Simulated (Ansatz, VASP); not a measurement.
## One calculation of Au, two programs

INCAR

```
SYSTEM = Au
  ALGO = Normal
  EDIFF = 1E-6
  ENCUT = 520
  GGA = PS
  ISIF = 2
  ISMEAR = 0
  LASPH = .True.
  LCHARG = .False.
  LREAL = .False.
  LWAVE = .False.
  NBANDS = 12
  NELM = 60
  PREC = Accurate
  SIGMA = 0.15
```

KPOINTS

```
k-points
0
Gamma
  20 20 20
  0 0 0
```

POSCAR

```
Au
1.0
   -1.6324099650      1.6324099650      1.6075509300
    1.6324099650     -1.6324099650      1.6075509300
    1.6324099650      1.6324099650     -1.6075509300
Au
1
Direct
    0.0000000000      0.0000000000      0.0000000000
```

Input for Ansatz:

```yaml
crystal:
  lattice:
    - [-1.632409965, 1.632409965, 1.60755093]
    - [1.632409965, -1.632409965, 1.60755093]
    - [1.632409965, 1.632409965, -1.60755093]
  atoms:
    - { symbol: Au, position: [0.0, 0.0, 0.0] }
basis:
  ecutwfc: 420
kpoints:
  mp_grid: { grid: [20, 20, 20] }
hamiltonian:
  xc: pbesol
scf:
  occupations: { method: gaussian, width: 0.15 }
output:
  forces: true
  stress: true
  eigenvalues: true
```

Change from the starting cell: strain -0.015 along x and y, -0.030 along z, atoms carried along.

Alike in both runs: task single point; functional PBEsol; k mesh 20 × 20 × 20; occupations gaussian, width 0.15 eV; no spin polarisation.

|  | VASP | Ansatz |
| --- | --- | --- |
| version | VASP 6.6.1 | Ansatz 0.2.0 |
| potentials or method | VASP PAW PBE potentials, release 64 (Au), cutoff 520 eV | scalar-relativistic, plane waves, PAW |
| valence electrons in the cell | 11 | 19 |

Ansatz gave:

- gap on the k mesh at the Fermi level (eV): none
- pressure (GPa): -0.9

Question: Estimate VASP's values.

Answer: gap on the k mesh at the Fermi level (eV): none; pressure (GPa): -1.2.

VASP's potentials were made for PBE, not for PBEsol. A gap of «none» marks a metal or a gap that the smearing closes. VASP's potentials hold 11 valence electrons a cell and Ansatz's 19, so a difference there can come from the potentials and not from the codes.

Neither program's run includes spin-orbit coupling.
